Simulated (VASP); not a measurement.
Input of a VASP 6.6.1 run:

File INCAR:

```
PREC = Accurate
ENCUT = 700
EDIFF = 1E-6
ISMEAR = -1
SIGMA = 0.03
LREAL = False
LASPH = True
NELM = 120
ALGO = Normal
ISIF = 2
LWAVE = False
LCHARG = False
GGA = PS
NBANDS = 43
GGA_COMPAT = False
```

KPOINTS

```
Automatic mesh
0
Gamma
  9 9 2
```

File POSCAR:

```
CdF2
1.0
    3.2868359248      0.0000000000      0.0000000000
   -1.6434179624      2.8464834090      0.0000000000
    0.0000000000      0.0000000000      9.6544104898
Cd F
2 4
Direct
    0.6666666667      0.3333333333      0.2502725842
    0.3333333333      0.6666666667      0.7497274158
    0.3333333333      0.6666666667      0.3781833946
    0.6666666667      0.3333333333      0.8776646636
    0.3333333333      0.6666666667      0.1223353364
    0.6666666667      0.3333333333      0.6218166054
```

Potentials or basis: VASP PAW PBE potentials, release 64 (Cd_sv_GW, F).

Run with:

```sh
$ cat potpaw_PBE.64/Cd_sv_GW/POTCAR potpaw_PBE.64/F/POTCAR > POTCAR
$ mpirun -np 1 vasp_std > vasp.out
```

(1) Estimate the pressure.

(2) Estimate the largest force.

Answers

(1) -0.2 GPa.

(2) 0.009 eV/Å.

Caveat: the PAW data sets were made with another functional, which shifts forces and pressure a little.
